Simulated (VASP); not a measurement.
# SO (rock salt type) (Fm-3m) in VASP: further runs

The runs below take SO (rock salt type) through single point, with PBE.

All numbers are computed with VASP 6.6.1; they aren't measurements. Logs are shortened: lines on timing, memory, paths and dates and some standing lists are left out, and cuts for length are marked.

**1. The cell of the first run**

It takes space group Fm-3m (No. 225, cubic). Conventional cell: a = 4.528 Å, b = 4.528 Å, c = 4.528 Å, α = 90.00°, β = 90.00°, γ = 90.00°. S (site symmetry m-3m) has 6 O at 2.26 Å within 3.0 Å. O (site symmetry m-3m) has 6 S at 2.26 Å within 3.0 Å.

**2. Single point, PBE**

Input file INCAR:

```
SYSTEM = SO
PREC = Accurate
ENCUT = 520
EDIFF = 1E-6
ISMEAR = -1
SIGMA = 0.06122561905347299
LREAL = .FALSE.
LASPH = .TRUE.
NELM = 100
ALGO = Normal
ISIF = 2
LWAVE = .FALSE.
LCHARG = .FALSE.
GGA = PE
NBANDS = 13
```

Input file KPOINTS:

```
Automatic mesh
0
G
  14 14 14
  0 0 0
```

Input file POSCAR:

```
SO
1.0
    0.0000000000      2.2638235386      2.2638235386
    2.2638235386      0.0000000000      2.2638235386
    2.2638235386      2.2638235386      0.0000000000
S O
1 1
Direct
    0.0000000000      0.0000000000      0.0000000000
    0.5000000000      0.5000000000      0.5000000000
```

Potentials or basis: VASP PAW PBE potentials, release 64 (S, O).

Launch:

```bash
> cat potpaw_PBE.64/S/POTCAR potpaw_PBE.64/O/POTCAR > POTCAR
> mpirun -np 1 vasp_std > vasp.out
```

OUTCAR:

```text
SYSTEM = SO
   PREC = Accurate
   ENCUT = 520
   EDIFF = 1E-6
   ISMEAR = -1
   LREAL = .FALSE.
   LASPH = .TRUE.
   NELM = 100
   ISIF = 2
   GGA = PE

 ion  position               nearest neighbor table
   1  0.000  0.000  0.000-   2 2.26   2 2.26   2 2.26   2 2.26   2 2.26   2 2.26
   2  0.500  0.500  0.500-   1 2.26   1 2.26   1 2.26   1 2.26   1 2.26   1 2.26

  LATTYP: Found a face centered cubic cell.
 ALAT       =     4.5276470772

  Lattice vectors:

 A1 = (   0.0000000000,   2.2638235386,   2.2638235386)
 A2 = (   2.2638235386,   0.0000000000,   2.2638235386)
 A3 = (   2.2638235386,   2.2638235386,   0.0000000000)

Analysis of symmetry for initial positions (statically):
=====================================================================
 Subroutine PRICEL returns:
 Original cell was already a primitive cell.

 Routine SETGRP: Setting up the symmetry group for a
 face centered cubic supercell.

 Subroutine GETGRP returns: Found 48 space group operations
 (whereof 48 operations were pure point group operations)
 out of a pool of 48 trial point group operations.

The static configuration has the point symmetry O_h .

Analysis of symmetry for dynamics (positions and initial velocities):
=====================================================================
 Subroutine PRICEL returns:
 Original cell was already a primitive cell.

 Routine SETGRP: Setting up the symmetry group for a
 face centered cubic supercell.

 Subroutine GETGRP returns: Found 48 space group operations
 (whereof 48 operations were pure point group operations)
 out of a pool of 48 trial point group operations.

The dynamic configuration has the point symmetry O_h .

 Subroutine INISYM returns: Found 48 space group operations
 (whereof 48 operations are pure point group operations),
 and found     1 'primitive' translations

----------------------------------------------------------------------------------------

                                     Primitive cell

  volume of cell :      23.2037

  direct lattice vectors                    reciprocal lattice vectors
     0.000000000  2.263823539  2.263823539    -0.220865271  0.220865271  0.220865271
     2.263823539  0.000000000  2.263823539     0.220865271 -0.220865271  0.220865271
     2.263823539  2.263823539  0.000000000     0.220865271  0.220865271 -0.220865271

  length of vectors
     3.201529951  3.201529951  3.201529951     0.382549871  0.382549871  0.382549871

  position of ions in fractional coordinates (direct lattice)
[... 82 lines left out ...]
   NSW    =      0    number of steps for IOM
   IBRION =     -1    ionic relax: 0-MD 1-quasi-New 2-CG
   NFREE  =      0    steps in history (QN), initial steepest desc. (CG)
   ISIF   =      2    stress and relaxation
   ISYM   =      2    0-nonsym 1-usesym 2-fastsym
   POTIM  = 0.5000    time-step for ionic-motion
   TEBEG  =    0.0;   TEEND  =   0.0 temperature during run
   PSTRESS=    0.0 pullay stress
   NELECT =      12.0000    total number of electrons
   NUPDOWN=      -1.0000    fix difference up-down
   EMIN   =  10.00;   EMAX   =-10.00  energy-range for DOS
   EFERMI =   0.00;   METHOD = LEGACY
   ISMEAR =    -1;   SIGMA  =   0.06  broadening in eV -4-tet -1-fermi 0-gaus
   EFERMI_NEDOS =   21; number of points for ismear=-14 and -15
   IALGO  =     38    algorithm
   IMIX   =      4    mixing-type and parameters
     AMIX     =   0.40;   BMIX     =  1.00
     AMIX_MAG =   1.60;   BMIX_MAG =  1.00
  volume/ion in A,a.u.               =      11.60        78.29
  Fermi-wavevector in a.u.,A,eV,Ry     =   1.314062  2.483218 23.493998  1.726760
  Thomas-Fermi vector in A             =   2.444342
   LORBIT       =      0    0 simple, 1 ext, 2 COOP (PROOUT), +10 PAW based schemes
   GGA     = PE    functional components
[... 5 lines left out ...]
 non-spin polarized calculation
  energy-cutoff  :      520.00
  volume of cell :       23.20
 maximum number of plane-waves:       637
   NGX = 11   NGY = 11   NGZ = 11

 number of electron      12.0000007 magnetization

 Free energy of the ion-electron system (eV)
  ---------------------------------------------------
  ext. energy  EPLUGINS =         0.00000000
  ---------------------------------------------------
  free energy    TOTEN  =        -7.06167671 eV

  energy without entropy =       -7.04882863  energy(sigma->0) =       -7.05525267

 E-fermi :   6.9246     XC(G=0): -11.4155

 val. band max:        6.8605264125   @ k =   0.2857   0.2857   0.0000
 cond. band min:       6.9492229374   @ k =   0.5000   0.2857   0.0714
 fundamental gap:      0.0886965249
 Fermi energy:         6.9245624049

 k-point     1 :       0.0000    0.0000    0.0000
  band No.  band energies     occupation
      1     -14.0852      2.00000
      2      -4.1398      2.00000
      3       2.4528      2.00000
      4       2.4528      2.00000
      5       2.4528      2.00000
      6       8.7461      0.00000
      7       8.7461      0.00000
      8       8.7461      0.00000
      9      16.3221      0.00000
     10      16.3221      0.00000
     11      16.3221      0.00000
     12      19.6632      0.00000
     13      19.6632      0.00000
[... 354 lines left out ...]
  band No.  band energies     occupation
      1     -13.2670      2.00000
      2      -5.4845      2.00000
      3       1.8161      2.00000
      4       1.8207      2.00000
      5       3.5472      2.00000
      6       5.6705      2.00000
      7       8.2278      0.00000
      8       8.2909      0.00000
      9      14.6283      0.00000
     10      18.8338      0.00000
     11      19.3430      0.00000
     12      21.5357      0.00000
     13      21.6094      0.00000

 [... further k-points ...]

------------------------ aborting loop because EDIFF is reached ----------------------------------------

  FORCE on cell =-STRESS in cart. coord.  units (eV):
  Direction    XX          YY          ZZ          XY          YZ          ZX
  --------------------------------------------------------------------------------------
  -------------------------------------------------------------------------------------
  Total        1.2778853      1.2778853      1.2778853      0.0000000      0.0000000      0.0000000
  in kB       88.2357866     88.2357866     88.2357866      0.0000000      0.0000000      0.0000000
  external PRESSURE =      88.2357866 kB  Pullay stress =       0.0000000 kB

 VOLUME and BASIS-vectors are now :
 -----------------------------------------------------------------------------
  energy-cutoff  :      520.00
  volume of cell :       23.20
      direct lattice vectors                 reciprocal lattice vectors
     0.000000000  2.263823539  2.263823539    -0.220865271  0.220865271  0.220865271
     2.263823539  0.000000000  2.263823539     0.220865271 -0.220865271  0.220865271
     2.263823539  2.263823539  0.000000000     0.220865271  0.220865271 -0.220865271

 POSITION                                       TOTAL-FORCE (eV/Angst)
 -----------------------------------------------------------------------------------
      0.00000      0.00000      0.00000         0.000000     -0.000000      0.000000
      2.26382      2.26382      2.26382        -0.000000      0.000000     -0.000000
 -----------------------------------------------------------------------------------
    total drift:                                0.000000     -0.000000      0.000000

  FREE ENERGIE OF THE ION-ELECTRON SYSTEM (eV)
  ---------------------------------------------------
  free  energy   TOTEN  =        -7.0616767059 eV

  energy  without entropy=       -7.0488286348  energy(sigma->0) =       -7.05525267
```

Wall time 24 s (1 thread of AMD EPYC 7R13 (Zen 3), shared host); peak memory 0.12 GiB.

Results:

- Free energy: -7.0617 eV
- Pressure: 8.8 GPa
- Band gap on the k mesh: zero (band 6 reaches 9.29 eV, above the bottom of band 7 at 6.00 eV)

**3. Single point, PBE**

Input file INCAR:

```
PREC = Accurate ; ENCUT = 520
EDIFF = 1E-6 ; ISMEAR = -1
SIGMA = 0.06122561905347299 ; LREAL = F
LASPH = T ; NELM = 100
ALGO = Normal ; ISIF = 2
LWAVE = F ; LCHARG = F
GGA = PE ; NBANDS = 13
```

Input file KPOINTS:

```
regular mesh
0
Gamma
  14 14 14
```

POSCAR is that of step 2.

Potentials or basis: VASP PAW PBE potentials, release 64 (S, O).

Launch:

```bash
> cat potpaw_PBE.64/S/POTCAR potpaw_PBE.64/O/POTCAR > POTCAR
> mpirun -np 1 vasp_std > vasp.out
```

Run time: 26 s. Hardware: 1 thread of AMD EPYC 7R13 (Zen 3), shared host; peak memory 0.12 GiB.

It converged, with:

```yaml
Free_energy: -7.0617 eV
Pressure: 8.8 GPa
Band_gap_on_the_k_mesh: zero (band 6 reaches 9.29 eV, above the bottom of band 7 at 6.00 eV)
```

Levels at points of the mesh, in eV from the Fermi level:
```tsv
k point	band 4	band 5	band 6	band 7	band 8	band 9
(0.00, 0.00, 0.00)	-4.47	-4.47	1.82	1.82	1.82	9.40
(0.50, 0.00, 0.00)	-4.13	-3.02	-2.06	-0.92	-0.92	9.46
(0.50, 0.50, 0.00)	-6.33	-6.33	2.37	2.37	2.56	4.88
```

**4. Single point, PBE**

This run uses another cell than the first one, of 11.85 Å³/atom, 1.021 times its volume.

Input file INCAR:

```
SYSTEM = SO
PREC = Accurate
ENCUT = 520
EDIFF = 1E-7
ISMEAR = -1
SIGMA = 0.06122561905347299
LREAL = .False.
LASPH = .True.
NELM = 100
ALGO = Normal
ISIF = 2
LWAVE = .False.
LCHARG = .False.
GGA = PE
NBANDS = 13
```

Input file KPOINTS:

```
regular mesh
0
Gamma
  14 14 14
  0 0 0
```

Input file POSCAR:

```
SO
1.0
    0.0000000000      2.2797664832      2.2797664832
    2.2797664832      0.0000000000      2.2797664832
    2.2797664832      2.2797664832      0.0000000000
S O
1 1
Direct
    0.0000000000      0.0000000000      0.0000000000
    0.5000000000      0.5000000000      0.5000000000
```

Launch:

```bash
> cat potpaw_PBE.64/S/POTCAR potpaw_PBE.64/O/POTCAR > POTCAR
> mpirun -np 1 vasp_std > vasp.out
```

It took 27 s on 1 thread of AMD EPYC 7R13 (Zen 3), shared host; peak memory 0.12 GiB.

It converged, with:

| Quantity | Value |
| --- | --- |
| Free energy | -7.0842 eV |
| Pressure | 5.5 GPa |
| Band gap on the k mesh | zero (band 6 reaches 8.90 eV, above the bottom of band 7 at 5.70 eV) |

Levels at points of the mesh, in eV from the Fermi level:
```
           k point  band 3  band 4  band 5  band 6  band 7  band 8  band 9  band 10
(0.00, 0.00, 0.00)   -4.34   -4.34   -4.34    1.77    1.77    1.77    9.47     9.47
(0.50, 0.00, 0.00)   -3.99   -3.99   -2.97   -2.05   -0.90   -0.90    9.47    13.44
(0.50, 0.50, 0.00)   -8.71   -6.16   -6.16    2.31    2.31    2.50    5.03    13.50
```

**5. Single point, PBE**

This run uses another cell than the first one, of 12.10 Å³/atom, 1.043 times its volume.

Input file INCAR:

```
SYSTEM = SO
ALGO = Normal
EDIFF = 1E-6
ENCUT = 520
GGA = PE
ISIF = 2
ISMEAR = -1
LASPH = .True.
LCHARG = .False.
LREAL = .False.
LWAVE = .False.
NBANDS = 13
NELM = 100
PREC = Accurate
SIGMA = 0.06122561905347299
```

Input file KPOINTS:

```
k-points
0
Gamma
  14 14 14
  0 0 0
```

Input file POSCAR:

```
SO
1.0
    0.0000000000      2.2954895075      2.2954895075
    2.2954895075      0.0000000000      2.2954895075
    2.2954895075      2.2954895075      0.0000000000
S O
1 1
Direct
    0.0000000000      0.0000000000      0.0000000000
    0.5000000000      0.5000000000      0.5000000000
```

Potentials or basis: VASP PAW PBE potentials, release 64 (S, O).

Launch:

```bash
> cat potpaw_PBE.64/S/POTCAR potpaw_PBE.64/O/POTCAR > POTCAR
> mpirun -np 1 vasp_std > vasp.out
```

OUTCAR:

```text
SYSTEM = SO
   EDIFF = 1E-6
   ENCUT = 520
   GGA = PE
   ISIF = 2
   ISMEAR = -1
   LASPH = .True.
   LREAL = .False.
   NELM = 100
   PREC = Accurate

 ion  position               nearest neighbor table
   1  0.000  0.000  0.000-   2 2.30   2 2.30   2 2.30   2 2.30   2 2.30   2 2.30
   2  0.500  0.500  0.500-   1 2.30   1 2.30   1 2.30   1 2.30   1 2.30   1 2.30

  LATTYP: Found a face centered cubic cell.
 ALAT       =     4.5909790150

  Lattice vectors:

[... 571 lines left out ...]

  FORCE on cell =-STRESS in cart. coord.  units (eV):
  Direction    XX          YY          ZZ          XY          YZ          ZX
  --------------------------------------------------------------------------------------
  -------------------------------------------------------------------------------------
  Total        0.3647386      0.3647386      0.3647386      0.0000000      0.0000000     -0.0000000
  in kB       24.1566306     24.1566306     24.1566306      0.0000000      0.0000000     -0.0000000
  external PRESSURE =      24.1566306 kB  Pullay stress =       0.0000000 kB

 VOLUME and BASIS-vectors are now :
 -----------------------------------------------------------------------------
  energy-cutoff  :      520.00
  volume of cell :       24.19
      direct lattice vectors                 reciprocal lattice vectors
     0.000000000  2.295489508  2.295489508    -0.217818465  0.217818465  0.217818465
     2.295489508  0.000000000  2.295489508     0.217818465 -0.217818465  0.217818465
     2.295489508  2.295489508  0.000000000     0.217818465  0.217818465 -0.217818465

 POSITION                                       TOTAL-FORCE (eV/Angst)
 -----------------------------------------------------------------------------------
      0.00000      0.00000      0.00000         0.000000      0.000000      0.000000
      2.29549      2.29549      2.29549        -0.000000     -0.000000     -0.000000
 -----------------------------------------------------------------------------------
    total drift:                                0.000000     -0.000000      0.000000

  FREE ENERGIE OF THE ION-ELECTRON SYSTEM (eV)
  ---------------------------------------------------
  free  energy   TOTEN  =        -7.0968419846 eV

  energy  without entropy=       -7.0835217841  energy(sigma->0) =       -7.09018188
```

stdout:

```text
POSCAR found type information on POSCAR S O
 POSCAR found :  2 types and       2 ions
 scaLAPACK will be used
 LDA part: xc-table for (Slater+PW92), standard interpolation
 POSCAR, INCAR and KPOINTS ok, starting setup
 FFT: planning ... GRIDC
 FFT: planning ... GRID_SOFT
 FFT: planning ... GRID
 WAVECAR not read
 entering main loop
```

Run time: 24 s. Hardware: 1 thread of AMD EPYC 7R13 (Zen 3), shared host; peak memory 0.12 GiB.

Results:

| Quantity | Value |
| --- | --- |
| Free energy | -7.0968 eV |
| Pressure | 2.4 GPa |
| Band gap on the k mesh | zero (band 6 reaches 8.52 eV, above the bottom of band 7 at 5.41 eV) |

**6. Summary**

```csv
cell,gap on the mesh (eV),pressure (GPa)
"a = 3.202 Å, angles 60.0°, 2 atoms",none,8.8
"a = 3.224 Å, angles 60.0°, 2 atoms",none,5.5
"a = 3.246 Å, angles 60.0°, 2 atoms",none,2.4
```

Alike in all rows: task single point; level PBE; potentials or basis VASP PAW PBE potentials, release 64 (S, O); no spin polarisation; k mesh 14 × 14 × 14; cutoff (eV) 520; smearing fermi-dirac 0.0612256 eV.

Absolute energies hang on the potentials; compare differences alone.
